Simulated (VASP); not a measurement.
# SnO (P4/nmm) in VASP: a series of runs

Runs on SnO. Level: LDA. Tasks: single point.

All numbers are computed with VASP 6.6.1; they aren't measurements. Logs are shortened: lines on timing, memory, paths and dates and some standing lists are left out, and cuts for length are marked.

**1. The cell of the first run**

The structure is tetragonal, space group P4/nmm (No. 129). Conventional cell: a = 3.766 Å, b = 3.766 Å, c = 4.656 Å, α = 90.00°, β = 90.00°, γ = 90.00°. Within 2.9 Å of Sn (site symmetry 4mm) lie 4 O at 2.20 Å. O (site symmetry -4m2) has 4 Sn at 2.20 Å and 4 O at 2.66 Å within 2.9 Å.

**2. Single point, LDA**

The input, INCAR:

```
SYSTEM = SnO
PREC = Accurate ; ENCUT = 520
EDIFF = 1E-6 ; ISMEAR = 0
SIGMA = 0.15 ; LREAL = .FALSE.
LASPH = .TRUE. ; NELM = 80
ALGO = Normal ; ISIF = 2
LWAVE = .FALSE. ; LCHARG = .FALSE.
NBANDS = 28
```

The input, KPOINTS:

```
Automatic mesh
0
G
  10 10 8
  0 0 0
```

The input, POSCAR:

```
SnO
1.0
    3.7657594054      0.0000000000      0.0000000000
    0.0000000000      3.7657594054      0.0000000000
    0.0000000000      0.0000000000      4.6562290729
Sn O
2 2
Direct
    0.0000000000      0.5000000000      0.2455950842
    0.5000000000      0.0000000000      0.7544049158
    0.0000000000      0.0000000000      0.0000000000
    0.5000000000      0.5000000000      0.0000000000
```

Potentials or basis: VASP PAW LDA potentials, release 64 (Sn_d, O).

Run with:

```
$ cat potpaw_LDA.64/Sn_d/POTCAR potpaw_LDA.64/O/POTCAR > POTCAR
$ mpirun -np 1 vasp_std > vasp.out
```

OUTCAR:

```text
SYSTEM = SnO
   PREC = Accurate
   ENCUT = 520
   EDIFF = 1E-6
   ISMEAR = 0
   LREAL = .FALSE.
   LASPH = .TRUE.
   NELM = 80
   ISIF = 2

 ion  position               nearest neighbor table
   1  0.000  0.500  0.246-   3 2.20   4 2.20   3 2.20   4 2.20   2 3.51   2 3.51   2 3.51   2 3.51
                             2 3.56   2 3.56   2 3.56   2 3.56
   2  0.500  0.000  0.754-   3 2.20   4 2.20   4 2.20   3 2.20   1 3.51   1 3.51   1 3.51   1 3.51
                             1 3.56   1 3.56   1 3.56   1 3.56
   3  0.000  0.000  0.000-   1 2.20   2 2.20   1 2.20   2 2.20
   4  0.500  0.500  0.000-   1 2.20   2 2.20   2 2.20   1 2.20

  LATTYP: Found a simple tetragonal cell.
 ALAT       =     3.7657594054
 C/A-ratio  =     1.2364648326

  Lattice vectors:

 A1 = (   3.7657594054,   0.0000000000,   0.0000000000)
 A2 = (   0.0000000000,   3.7657594054,   0.0000000000)
 A3 = (   0.0000000000,   0.0000000000,   4.6562290729)

Analysis of symmetry for initial positions (statically):
=====================================================================
 Subroutine PRICEL returns:
 Original cell was already a primitive cell.

 Routine SETGRP: Setting up the symmetry group for a
 simple tetragonal supercell.

 Subroutine GETGRP returns: Found 16 space group operations
 (whereof  8 operations were pure point group operations)
 out of a pool of 16 trial point group operations.

The static configuration has the point symmetry D_2d.
 The point group associated with its full space group is D_4h.

Analysis of symmetry for dynamics (positions and initial velocities):
=====================================================================
 Subroutine PRICEL returns:
 Original cell was already a primitive cell.

 Routine SETGRP: Setting up the symmetry group for a
 simple tetragonal supercell.

 Subroutine GETGRP returns: Found 16 space group operations
 (whereof  8 operations were pure point group operations)
 out of a pool of 16 trial point group operations.

The dynamic configuration has the point symmetry D_2d.
 The point group associated with its full space group is D_4h.

 Subroutine INISYM returns: Found 16 space group operations
 (whereof  8 operations are pure point group operations),
 and found     1 'primitive' translations

----------------------------------------------------------------------------------------

                                     Primitive cell

  volume of cell :      66.0297

  direct lattice vectors                    reciprocal lattice vectors
     3.765759405  0.000000000  0.000000000     0.265550688  0.000000000  0.000000000
     0.000000000  3.765759405  0.000000000     0.000000000  0.265550688  0.000000000
     0.000000000  0.000000000  4.656229073     0.000000000  0.000000000  0.214766066

  length of vectors
     3.765759405  3.765759405  4.656229073     0.265550688  0.265550688  0.214766066

  position of ions in fractional coordinates (direct lattice)
     0.000000000  0.500000000  0.245595084
     0.500000000  0.000000000  0.754404916
     0.000000000  0.000000000  0.000000000
     0.500000000  0.500000000  0.000000000

  ion indices of the primitive-cell ions
   primitive index   ion index
                 1           1
                 2           2
                 3           3
                 4           4

----------------------------------------------------------------------------------------

 KPOINTS: Automatic mesh

Automatic generation of k-mesh.
 Grid dimensions read from file:
 generate k-points for:   10   10    8

 Generating k-lattice:

  Cartesian coordinates                     Fractional coordinates (reciprocal lattice)
     0.026555069  0.000000000  0.000000000     0.100000000  0.000000000  0.000000000
     0.000000000  0.026555069  0.000000000     0.000000000  0.100000000  0.000000000
     0.000000000  0.000000000  0.026845758     0.000000000  0.000000000  0.125000000

  Length of vectors
     0.026555069  0.026555069  0.026845758

  Shift w.r.t. Gamma in fractional coordinates (k-lattice)
     0.000000000  0.000000000  0.000000000

 Subroutine IBZKPT returns following result:
 ===========================================

 Found    105 irreducible k-points:

 Following reciprocal coordinates:
            Coordinates               Weight
  0.000000  0.000000  0.000000      1.000000
  0.100000  0.000000  0.000000      4.000000
  0.200000  0.000000  0.000000      4.000000
  0.300000  0.000000  0.000000      4.000000
  0.400000  0.000000  0.000000      4.000000
  0.500000  0.000000  0.000000      2.000000
[... 16 lines left out ...]
  0.100000  0.000000  0.125000      8.000000
  0.200000  0.000000  0.125000      8.000000
 [... further k-points ...]
   k-points           NKPTS =    105   k-points in BZ     NKDIM =    105   number of bands    NBANDS=     28
   number of dos      NEDOS =    301   number of ions     NIONS =      4
   total plane-waves  NPLWV =  28224
   dimension x,y,z NGX =    28 NGY =   28 NGZ =   36
   dimension x,y,z NGXF=    56 NGYF=   56 NGZF=   72
   ions per type =               2   2
   NGX,Y,Z   is equivalent  to a cutoff of  12.36, 12.36, 12.85 a.u.
   NGXF,Y,Z  is equivalent  to a cutoff of  24.72, 24.72, 25.71 a.u.
 SYSTEM =  SnO
   PREC   = accura    normal or accurate (medium, high low for compatibility)
   ISTART =      0    job   : 0-new  1-cont  2-samecut
   ICHARG =      2    charge: 1-file 2-atom 10-const
   ISPIN  =      1    spin polarized calculation?
   LNONCOLLINEAR =      F non collinear calculations
   LSORBIT =      F    spin-orbit coupling
   LASPH  =      T    aspherical Exc in radial PAW
   ENCUT  =  520.0 eV  38.22 Ry    6.18 a.u.   7.00  7.00  8.66*2*pi/ulx,y,z
   NELM   =     80;   NELMIN=  2; NELMDL= -5     # of ELM steps
   EDIFF  = 0.1E-05   stopping-criterion for ELM
   LREAL  =      F    real-space projection
   EDIFFG = 0.1E-04   stopping-criterion for IOM
   NSW    =      0    number of steps for IOM
   IBRION =     -1    ionic relax: 0-MD 1-quasi-New 2-CG
   NFREE  =      0    steps in history (QN), initial steepest desc. (CG)
   ISIF   =      2    stress and relaxation
   ISYM   =      2    0-nonsym 1-usesym 2-fastsym
   POTIM  = 0.5000    time-step for ionic-motion
   TEBEG  =    0.0;   TEEND  =   0.0 temperature during run
   PSTRESS=    0.0 pullay stress
   NELECT =      40.0000    total number of electrons
   NUPDOWN=      -1.0000    fix difference up-down
   EMIN   =  10.00;   EMAX   =-10.00  energy-range for DOS
   EFERMI =   0.00;   METHOD = LEGACY
   ISMEAR =     0;   SIGMA  =   0.15  broadening in eV -4-tet -1-fermi 0-gaus
   EFERMI_NEDOS =   21; number of points for ismear=-14 and -15
   IALGO  =     38    algorithm
   IMIX   =      4    mixing-type and parameters
     AMIX     =   0.40;   BMIX     =  1.00
     AMIX_MAG =   1.60;   BMIX_MAG =  1.00
  volume/ion in A,a.u.               =      16.51       111.40
  Fermi-wavevector in a.u.,A,eV,Ry     =   1.385208  2.617664 26.106877  1.918801
  Thomas-Fermi vector in A             =   2.509640
   LORBIT       =      0    0 simple, 1 ext, 2 COOP (PROOUT), +10 PAW based schemes
   GGA     = CA    functional components
   LHFCALC =     F    Hartree Fock is set to
   AEXX    =    0.0000 exact exchange contribution
   IVDW    =     0    specifies the selected vdW correction
   LEPSILON=     F    determine dielectric tensor
   LRPA    =     F    only Hartree local field effects (RPA)
 non-spin polarized calculation
 Gauss-broadening in eV      SIGMA  =   0.15
  energy-cutoff  :      520.00
  volume of cell :       66.03
 maximum number of plane-waves:      1806
   NGX = 15   NGY = 15   NGZ = 17

 number of electron      40.0000014 magnetization

 Free energy of the ion-electron system (eV)
  ---------------------------------------------------
  ext. energy  EPLUGINS =         0.00000000
  ---------------------------------------------------
  free energy    TOTEN  =       -25.73199077 eV

  energy without entropy =      -25.72974960  energy(sigma->0) =      -25.73087018

 E-fermi :   7.6865     XC(G=0): -10.9924

 val. band max:        7.6862044161   @ k =   0.5000   0.5000   0.1250
 cond. band min:       7.8637321297   @ k =   0.4000   0.4000   0.0000
 fundamental gap:      0.1775277136
 Fermi energy:         7.6864918843

 k-point     1 :       0.0000    0.0000    0.0000
  band No.  band energies     occupation
      1     -14.4169      2.00000
      2     -13.9429      2.00000
      3     -13.9429      2.00000
      4     -13.9243      2.00000
      5     -13.8794      2.00000
      6     -13.8735      2.00000
[... 20 lines left out ...]
     27      14.2896      0.00000
     28      14.6081      0.00000

 k-point     2 :       0.1000    0.0000    0.0000
  band No.  band energies     occupation
      1     -14.4109      2.00000
      2     -13.9406      2.00000
      3     -13.9393      2.00000
      4     -13.9231      2.00000
      5     -13.8746      2.00000
      6     -13.8741      2.00000
[... 20 lines left out ...]
     27      14.4255      0.00000
     28      15.4629      0.00000

 k-point     3 :       0.2000    0.0000    0.0000
  band No.  band energies     occupation
      1     -14.3940      2.00000
      2     -13.9844      2.00000
      3     -13.9332      2.00000
      4     -13.9291      2.00000
      5     -13.8941      2.00000
      6     -13.8754      2.00000
[... 20 lines left out ...]
     27      14.6098      0.00000
     28      17.1122      0.00000

 k-point     4 :       0.3000    0.0000    0.0000
  band No.  band energies     occupation
      1     -14.3673      2.00000
      2     -14.0987      2.00000
      3     -13.9212      2.00000
      4     -13.9138      2.00000
      5     -13.8868      2.00000
      6     -13.8767      2.00000
[... 20 lines left out ...]
     27      14.9101      0.00000
     28      18.1136      0.00000

 k-point     5 :       0.4000    0.0000    0.0000
  band No.  band energies     occupation
      1     -14.3294      2.00000
      2     -14.1985      2.00000
      3     -13.9068      2.00000
      4     -13.8968      2.00000
      5     -13.8859      2.00000
      6     -13.8783      2.00000
[... 20 lines left out ...]
     27      15.3119      0.00000
     28      16.8953      0.00000

 k-point     6 :       0.5000    0.0000    0.0000
  band No.  band energies     occupation
      1     -14.2749      2.00000
      2     -14.2749      2.00000
      3     -13.8936      2.00000
      4     -13.8936      2.00000
      5     -13.8836      2.00000
      6     -13.8836      2.00000
[... 463 lines left out ...]
      5     -13.8526      2.00000
      6     -13.8526      2.00000
[... 20 lines left out ...]
     27      15.9460      0.00000
     28      15.9460      0.00000

 k-point    22 :       0.0000    0.0000    0.1250
  band No.  band energies     occupation
      1     -14.4130      2.00000
      2     -13.9382      2.00000
      3     -13.9382      2.00000
      4     -13.9282      2.00000
      5     -13.8768      2.00000
      6     -13.8708      2.00000
[... 20 lines left out ...]
     27      14.2633      0.00000
     28      14.7406      0.00000

 k-point    23 :       0.1000    0.0000    0.1250
  band No.  band energies     occupation
      1     -14.4075      2.00000
      2     -13.9400      2.00000
      3     -13.9358      2.00000
      4     -13.9242      2.00000
      5     -13.8742      2.00000
      6     -13.8708      2.00000
[... 20 lines left out ...]
     27      14.4792      0.00000
     28      15.5341      0.00000

 k-point    24 :       0.2000    0.0000    0.1250
  band No.  band energies     occupation
      1     -14.3917      2.00000
      2     -13.9955      2.00000
      3     -13.9293      2.00000
      4     -13.9235      2.00000
      5     -13.8966      2.00000
      6     -13.8707      2.00000
[... 20 lines left out ...]
     27      14.7798      0.00000
     28      17.0933      0.00000

 [... further k-points ...]
[... 5 lines left out ...]
  --------------------------------------------------------------------------------------
  -------------------------------------------------------------------------------------
  Total        0.2005257      0.2005257      0.2086828      0.0000000      0.0000000      0.0000000
  in kB        4.8656537      4.8656537      5.0635822      0.0000000      0.0000000      0.0000000
  external PRESSURE =       4.9316299 kB  Pullay stress =       0.0000000 kB

 VOLUME and BASIS-vectors are now :
 -----------------------------------------------------------------------------
  energy-cutoff  :      520.00
  volume of cell :       66.03
      direct lattice vectors                 reciprocal lattice vectors
     3.765759405  0.000000000  0.000000000     0.265550688  0.000000000  0.000000000
     0.000000000  3.765759405  0.000000000     0.000000000  0.265550688  0.000000000
     0.000000000  0.000000000  4.656229073     0.000000000  0.000000000  0.214766066

 POSITION                                       TOTAL-FORCE (eV/Angst)
 -----------------------------------------------------------------------------------
      0.00000      1.88288      1.14355        -0.000000      0.000000      0.145782
      1.88288      0.00000      3.51268         0.000000      0.000000     -0.145782
      0.00000      0.00000      0.00000         0.000000     -0.000000      0.000000
      1.88288      1.88288      0.00000         0.000000      0.000000      0.000000
 -----------------------------------------------------------------------------------
    total drift:                                0.000000      0.000000      0.000000

  FREE ENERGIE OF THE ION-ELECTRON SYSTEM (eV)
  ---------------------------------------------------
  free  energy   TOTEN  =       -25.7319907685 eV

  energy  without entropy=      -25.7297495952  energy(sigma->0) =      -25.73087018
```

It took 2 min on 1 thread of Intel Xeon 6975P-C, shared host; peak memory 0.27 GiB.

What came out:

- Free energy: -25.7320 eV
- Pressure: 0.5 GPa
- Largest force: 0.146 eV/Å
- Band gap on the k mesh: zero (band 20 reaches 7.63 eV, above the bottom of band 21 at 7.42 eV)

Forces in eV/Å, atoms in the order of the input:
```
Sn   0.000  0.000  0.146
Sn   0.000  0.000 -0.146
O    0.000  0.000  0.000
O    0.000  0.000  0.000
```

Caveat: spin-orbit coupling is left out, which moves the levels of the heavy elements.

**3. Single point, LDA**

The input, INCAR:

```
PREC = Accurate ; ENCUT = 520
EDIFF = 1E-6 ; ISMEAR = 0
SIGMA = 0.15 ; LREAL = False
LASPH = True ; NELM = 100
ALGO = Normal ; ISIF = 2
LWAVE = False ; LCHARG = False
NBANDS = 28
```

The input, KPOINTS:

```
regular mesh
0
Gamma
  12 12 10
```

POSCAR is that of step 2.

Potentials or basis: VASP PAW LDA potentials, release 64 (Sn_d, O).

Run with:

```
$ cat potpaw_LDA.64/Sn_d/POTCAR potpaw_LDA.64/O/POTCAR > POTCAR
$ mpirun -np 1 vasp_std > vasp.out
```

Run time: 3.2 min. Hardware: 1 thread of Intel Xeon 6975P-C, shared host; peak memory 0.34 GiB.

It converged, with:

* Free energy: -25.7318 eV
* Pressure: 0.5 GPa
* Largest force: 0.146 eV/Å
* Band gap on the k mesh: zero (band 20 reaches 7.64 eV, above the bottom of band 21 at 7.42 eV)

Forces in eV/Å, atoms in the order of the input:
```
Sn   0.000  0.000  0.146
Sn   0.000  0.000 -0.146
O    0.000  0.000  0.000
O    0.000  0.000  0.000
```

Levels at points of the mesh, in eV from the Fermi level:
```tsv
k point	band 18	band 19	band 20	band 21	band 22	band 23
(0.00, 0.00, 0.00)	-3.42	-3.42	-0.07	2.21	4.46	4.46
(0.50, 0.00, 0.00)	-5.18	-2.99	-2.99	3.30	3.30	5.80
(0.50, 0.50, 0.00)	-2.73	-2.01	-2.01	-0.26	-0.26	4.37
(0.00, 0.00, 0.50)	-3.44	-2.86	-2.37	1.46	2.58	2.58
(0.50, 0.00, 0.50)	-5.13	-1.88	-1.88	2.69	2.69	5.20
(0.50, 0.50, 0.50)	-2.99	-2.73	-2.73	2.18	2.18	4.27
```

Caveat: spin-orbit coupling is left out, which moves the levels of the heavy elements.
